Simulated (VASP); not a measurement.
# Al3Cu2 in VASP: single point with PBEsol

Aim: the single point of Al3Cu2 with PBEsol.

All numbers are computed with VASP 6.6.1; they aren't measurements. Logs are shortened: lines on timing, memory, paths and dates and some standing lists are left out, and cuts for length are marked.

### 1 The cell of the first run

The cell holds a slab with vacuum, 10 atoms: a = 4.828 Å, b = 4.877 Å, c = 22.775 Å, α = 90.00°, β = 90.00°, γ = 119.67°.

### 2 Single point, PBEsol

INCAR reads:

```
PREC = Accurate
ENCUT = 520
EDIFF = 1E-6
ISMEAR = 0
SIGMA = 0.1
LREAL = False
LASPH = True
NELM = 60
ALGO = Fast
ISIF = 2
LWAVE = False
LCHARG = True
LDIPOL = True
IDIPOL = 3
DIPOL = 0.5 0.5 0.499
GGA = PS
LELF = True
LVHAR = True
LVACPOTAV = True
NBANDS = 42
```

KPOINTS reads:

```
regular mesh
0
Gamma
  7 7 1
```

POSCAR reads:

```
Al3Cu2
1.0
    4.8278486181      0.0000000000      0.0000000000
   -2.4139243090      4.2377626285      0.0000000000
    0.0000000000      0.0000000000     22.7748846082
Al Cu
6 4
Direct
    0.7500000000      0.5000000000      0.3732181368
    0.2500000000      0.5000000000      0.4407101135
    0.9087607690      0.8175215381      0.4985587135
    0.5912392310      0.1824784619      0.4985587135
    0.2500000000      0.5000000000      0.5622416276
    0.7500000000      0.5000000000      0.6156910698
    0.7500000000      0.0000000000      0.4069641251
    0.2500000000      0.0000000000      0.4069641251
    0.2500000000      0.0000000000      0.5916902120
    0.7500000000      0.0000000000      0.5916902120
```

Potentials or basis: VASP PAW PBE potentials, release 64 (Al, Cu).

Command:

```
$ cat potpaw_PBE.64/Al/POTCAR potpaw_PBE.64/Cu/POTCAR > POTCAR
$ mpirun -np 1 vasp_std > vasp.out
```

OUTCAR:

```text
PREC = Accurate
   ENCUT = 520
   EDIFF = 1E-6
   ISMEAR = 0
   LREAL = False
   LASPH = True
   NELM = 60
   ISIF = 2
   GGA = PS

 ion  position               nearest neighbor table
   1  0.750  0.500  0.373-   7 2.56   7 2.56   8 2.56   8 2.56   2 2.86   2 2.86   4 3.16   3 3.16

   2  0.250  0.500  0.441-   8 2.56   8 2.56   7 2.56   7 2.56   5 2.77   1 2.86   1 2.86   4 3.06
                             3 3.06   4 3.06   3 3.06   4 3.18   3 3.18
   3  0.909  0.818  0.499-   7 2.53   8 2.53  10 2.56   9 2.56   4 2.69   4 2.87   4 2.87   6 2.99
                             2 3.06   2 3.06   5 3.12   5 3.12   1 3.16   2 3.18   5 3.24
   4  0.591  0.182  0.499-   7 2.53   8 2.53  10 2.56   9 2.56   3 2.69   3 2.87   3 2.87   6 2.99
                             2 3.06   2 3.06   5 3.12   5 3.12   1 3.16   2 3.18   5 3.24
   5  0.250  0.500  0.562-   9 2.53   9 2.53  10 2.53  10 2.53   6 2.70   6 2.70   2 2.77   3 3.12
                             4 3.12   4 3.12   3 3.12   4 3.24   3 3.24
   6  0.750  0.500  0.616-  10 2.50  10 2.50   9 2.50   9 2.50   5 2.70   5 2.70   3 2.99   4 2.99

   7  0.750  0.000  0.407-   8 2.41   8 2.41   3 2.53   4 2.53   1 2.56   1 2.56   2 2.56   2 2.56

   8  0.250  0.000  0.407-   7 2.41   7 2.41   3 2.53   4 2.53   1 2.56   1 2.56   2 2.56   2 2.56

   9  0.250  0.000  0.592-  10 2.41  10 2.41   6 2.50   6 2.50   5 2.53   5 2.53   3 2.56   4 2.56

  10  0.750  0.000  0.592-   9 2.41   9 2.41   6 2.50   6 2.50   5 2.53   5 2.53   3 2.56   4 2.56

  LATTYP: Found a base centered orthorhombic cell.
 ALAT       =     4.8278486181
 B/A-ratio  =     1.7555490918
 C/A-ratio  =     4.7173982471

  Lattice vectors:

 A1 = (   2.4139243090,  -4.2377626285,   0.0000000000)
 A2 = (   2.4139243091,   4.2377626285,   0.0000000000)
 A3 = (   0.0000000000,   0.0000000000,  22.7748846082)

Analysis of symmetry for initial positions (statically):
=====================================================================
 Subroutine PRICEL returns:
 Original cell was already a primitive cell.

 Routine SETGRP: Setting up the symmetry group for a
 base centered orthorhombic supercell.

 Subroutine GETGRP returns: Found  4 space group operations
 (whereof  2 operations were pure point group operations)
 out of a pool of  8 trial point group operations.

The static configuration has the point symmetry C_1h.
 The point group associated with its full space group is C_2v.

Analysis of symmetry for dynamics (positions and initial velocities):
=====================================================================
 Subroutine PRICEL returns:
 Original cell was already a primitive cell.

 Routine SETGRP: Setting up the symmetry group for a
 base centered orthorhombic supercell.

 Subroutine GETGRP returns: Found  4 space group operations
 (whereof  2 operations were pure point group operations)
 out of a pool of  8 trial point group operations.

The dynamic configuration has the point symmetry C_1h.
 The point group associated with its full space group is C_2v.

 Subroutine INISYM returns: Found  4 space group operations
 (whereof  2 operations are pure point group operations),
 and found     1 'primitive' translations

----------------------------------------------------------------------------------------

                                     Primitive cell

  volume of cell :     465.9577

  direct lattice vectors                    reciprocal lattice vectors
     4.827848618  0.000000000  0.000000000     0.207131598  0.117986788  0.000000000
    -2.413924309  4.237762628  0.000000000     0.000000000  0.235973576  0.000000000
     0.000000000  0.000000000 22.774884608     0.000000000  0.000000000  0.043908016

  length of vectors
     4.827848618  4.877054712 22.774884608     0.238378651  0.235973576  0.043908016

  position of ions in fractional coordinates (direct lattice)
     0.750000000  0.500000000  0.373218137
     0.250000000  0.500000000  0.440710114
     0.908760769  0.817521538  0.498558714
     0.591239231  0.182478462  0.498558714
     0.250000000  0.500000000  0.562241628
     0.750000000  0.500000000  0.615691070
     0.750000000  0.000000000  0.406964125
     0.250000000  0.000000000  0.406964125
     0.250000000  0.000000000  0.591690212
     0.750000000  0.000000000  0.591690212

  ion indices of the primitive-cell ions
   primitive index   ion index
                 1           1
                 2           2
                 3           3
                 4           4
                 5           5
                 6           6
                 7           7
                 8           8
                 9           9
                10          10

----------------------------------------------------------------------------------------

 KPOINTS: regular mesh

Automatic generation of k-mesh.
 Grid dimensions read from file:
 generate k-points for:    7    7    1

 Generating k-lattice:

  Cartesian coordinates                     Fractional coordinates (reciprocal lattice)
     0.029590228  0.016855255  0.000000000     0.142857143  0.000000000  0.000000000
     0.000000000  0.033710511  0.000000000     0.000000000  0.142857143  0.000000000
     0.000000000  0.000000000  0.043908016     0.000000000  0.000000000  1.000000000

  Length of vectors
     0.034054093  0.033710511  0.043908016

  Shift w.r.t. Gamma in fractional coordinates (k-lattice)
     0.000000000  0.000000000  0.000000000

 Subroutine IBZKPT returns following result:
 ===========================================

 Found     16 irreducible k-points:

 Following reciprocal coordinates:
            Coordinates               Weight
  0.000000  0.000000  0.000000      1.000000
  0.142857  0.000000  0.000000      4.000000
  0.285714  0.000000  0.000000      4.000000
  0.428571  0.000000  0.000000      4.000000
  0.000000  0.142857  0.000000      2.000000
  0.142857  0.142857  0.000000      4.000000
[... 8 lines left out ...]
  0.000000  0.428571  0.000000      2.000000
  0.142857  0.428571  0.000000      2.000000
   k-points           NKPTS =     16   k-points in BZ     NKDIM =     16   number of bands    NBANDS=     42
   number of dos      NEDOS =    301   number of ions     NIONS =     10
   total plane-waves  NPLWV = 233280
   dimension x,y,z NGX =    36 NGY =   36 NGZ =  180
   dimension x,y,z NGXF=    72 NGYF=   72 NGZF=  360
   ions per type =               6   4
   NGX,Y,Z   is equivalent  to a cutoff of  12.40, 12.27, 13.14 a.u.
   NGXF,Y,Z  is equivalent  to a cutoff of  24.79, 24.54, 26.28 a.u.
 SYSTEM =  unknown system
   PREC   = accura    normal or accurate (medium, high low for compatibility)
   ISTART =      0    job   : 0-new  1-cont  2-samecut
   ICHARG =      2    charge: 1-file 2-atom 10-const
   ISPIN  =      1    spin polarized calculation?
   LNONCOLLINEAR =      F non collinear calculations
   LSORBIT =      F    spin-orbit coupling
   LASPH  =      T    aspherical Exc in radial PAW
   ENCUT  =  520.0 eV  38.22 Ry    6.18 a.u.   8.98  9.07 42.35*2*pi/ulx,y,z
   NELM   =     60;   NELMIN=  2; NELMDL= -5     # of ELM steps
   EDIFF  = 0.1E-05   stopping-criterion for ELM
   LREAL  =      F    real-space projection
   EDIFFG = 0.1E-04   stopping-criterion for IOM
   NSW    =      0    number of steps for IOM
   IBRION =     -1    ionic relax: 0-MD 1-quasi-New 2-CG
   NFREE  =      0    steps in history (QN), initial steepest desc. (CG)
   ISIF   =      2    stress and relaxation
   ISYM   =      2    0-nonsym 1-usesym 2-fastsym
   POTIM  = 0.5000    time-step for ionic-motion
   TEBEG  =    0.0;   TEEND  =   0.0 temperature during run
   PSTRESS=    0.0 pullay stress
   NELECT =      62.0000    total number of electrons
   NUPDOWN=      -1.0000    fix difference up-down
   EMIN   =  10.00;   EMAX   =-10.00  energy-range for DOS
   EFERMI =   0.00;   METHOD = LEGACY
   ISMEAR =     0;   SIGMA  =   0.10  broadening in eV -4-tet -1-fermi 0-gaus
   EFERMI_NEDOS =   21; number of points for ismear=-14 and -15
   IALGO  =     68    algorithm
   IMIX   =      4    mixing-type and parameters
     AMIX     =   0.40;   BMIX     =  1.00
     AMIX_MAG =   1.60;   BMIX_MAG =  1.00
  volume/ion in A,a.u.               =      46.60       314.44
  Fermi-wavevector in a.u.,A,eV,Ry     =   0.835776  1.579388  9.503963  0.698522
  Thomas-Fermi vector in A             =   1.949391
   LORBIT       =      0    0 simple, 1 ext, 2 COOP (PROOUT), +10 PAW based schemes
   GGA     = PS    functional components
   LHFCALC =     F    Hartree Fock is set to
   AEXX    =    0.0000 exact exchange contribution
   IVDW    =     0    specifies the selected vdW correction
   LEPSILON=     F    determine dielectric tensor
   LRPA    =     F    only Hartree local field effects (RPA)
 non-spin polarized calculation
 RMM-DIIS sequential band-by-band and
 Gauss-broadening in eV      SIGMA  =   0.10
  energy-cutoff  :      520.00
  volume of cell :      465.96
 maximum number of plane-waves:     12583
   NGX = 17   NGY = 19   NGZ = 85

 dipolmoment           0.000000      0.000000     -0.046419 electrons x Angstroem

 number of electron      62.0000037 magnetization

 dipolmoment           0.000000      0.000000      0.013257 electrons x Angstroem

 Free energy of the ion-electron system (eV)
  ---------------------------------------------------
  ext. energy  EPLUGINS =         0.00000000
  ---------------------------------------------------
  free energy    TOTEN  =       -40.45743066 eV

  energy without entropy =      -40.43583524  energy(sigma->0) =      -40.44663295

 E-fermi :  -0.5871     XC(G=0):  -4.2175

 val. band max:       -0.6108025616   @ k =  -0.4286   0.1429   0.0000
 cond. band min:      -0.5738687661   @ k =   0.1429   0.1429   0.0000
 fundamental gap:      0.0369337955
 Fermi energy:        -0.5871151287

 k-point     1 :       0.0000    0.0000    0.0000
  band No.  band energies     occupation
      1     -10.8578      2.00000
      2      -9.1501      2.00000
      3      -6.6116      2.00000
      4      -5.5118      2.00000
      5      -5.3698      2.00000
      6      -5.3367      2.00000
[... 709 lines left out ...]
     41       4.2594      0.00000
     42       5.2524      0.00000

------------------------ aborting loop because EDIFF is reached ----------------------------------------

  FORCE on cell =-STRESS in cart. coord.  units (eV):
  Direction    XX          YY          ZZ          XY          YZ          ZX
  --------------------------------------------------------------------------------------
  -------------------------------------------------------------------------------------
  Total        0.3685433     -4.6374676     -0.4548195     -0.0000000      0.0000000      0.0000000
  in kB        1.2672217    -15.9457522     -1.5638791     -0.0000000      0.0000000      0.0000000
  external PRESSURE =      -5.4141365 kB  Pullay stress =       0.0000000 kB

 VOLUME and BASIS-vectors are now :
 -----------------------------------------------------------------------------
  energy-cutoff  :      520.00
  volume of cell :      465.96
      direct lattice vectors                 reciprocal lattice vectors
     4.827848618  0.000000000  0.000000000     0.207131598  0.117986788  0.000000000
    -2.413924309  4.237762628  0.000000000     0.000000000  0.235973576  0.000000000
     0.000000000  0.000000000 22.774884608     0.000000000  0.000000000  0.043908016

 POSITION                                       TOTAL-FORCE (eV/Angst)
 -----------------------------------------------------------------------------------
      2.41392      2.11888      8.50000         0.000000      0.000000      0.572009
      0.00000      2.11888     10.03712         0.000000      0.000000     -0.233519
      2.41392      3.46446     11.35462         0.000000      0.003888      0.005344
      2.41392      0.77330     11.35462        -0.000000     -0.003888      0.005344
      0.00000      2.11888     12.80499        -0.000000      0.000000     -0.012664
      2.41392      2.11888     14.02229        -0.000000      0.000000      0.009762
      3.62089      0.00000      9.26856         0.000000      0.000000     -0.191898
      1.20696      0.00000      9.26856        -0.000000      0.000000     -0.191898
      1.20696      0.00000     13.47568        -0.000000     -0.000000      0.018760
      3.62089      0.00000     13.47568        -0.000000     -0.000000      0.018760
 -----------------------------------------------------------------------------------
    total drift:                                0.000001      0.000000     -0.000258

  FREE ENERGIE OF THE ION-ELECTRON SYSTEM (eV)
  ---------------------------------------------------
  free  energy   TOTEN  =       -40.4574306606 eV

  energy  without entropy=      -40.4358352397  energy(sigma->0) =      -40.44663295

 vacuum level on the upper side and lower side of the slab         3.875         3.758
```

Wall time 13 min (1 thread of Intel Xeon Platinum 8259CL at 2.50GHz (Skylake/Cascade Lake), shared host); peak memory 0.64 GiB.

What came out:

| Property | Result |
| --- | --- |
| Free energy | -40.4574 eV |
| Largest force | 0.572 eV/Å |
| Band gap on the k mesh | zero (bands 31 and 32 overlap by 1.13 eV) |

Forces on the atoms (eV/Å):
```
Al   0.000  0.000  0.572
Al   0.000  0.000 -0.234
Al   0.000  0.004  0.005
Al   0.000 -0.004  0.005
Al   0.000  0.000 -0.013
Al   0.000  0.000  0.010
Cu   0.000  0.000 -0.192
Cu   0.000  0.000 -0.192
Cu   0.000  0.000  0.019
Cu   0.000  0.000  0.019
```

Levels at points of the mesh, in eV from the Fermi level:
```tsv
k point	band 28	band 29	band 30	band 31	band 32	band 33	band 34	band 35
(0.00, 0.00, 0.00)	-1.26	-1.26	-1.06	-0.62	-0.59	-0.15	0.99	1.70
```

Caveat: the PAW data sets were made with another functional, which shifts forces and pressure a little.

The gap in the log of VASP goes by the Fermi energy; the results here count the filled bands.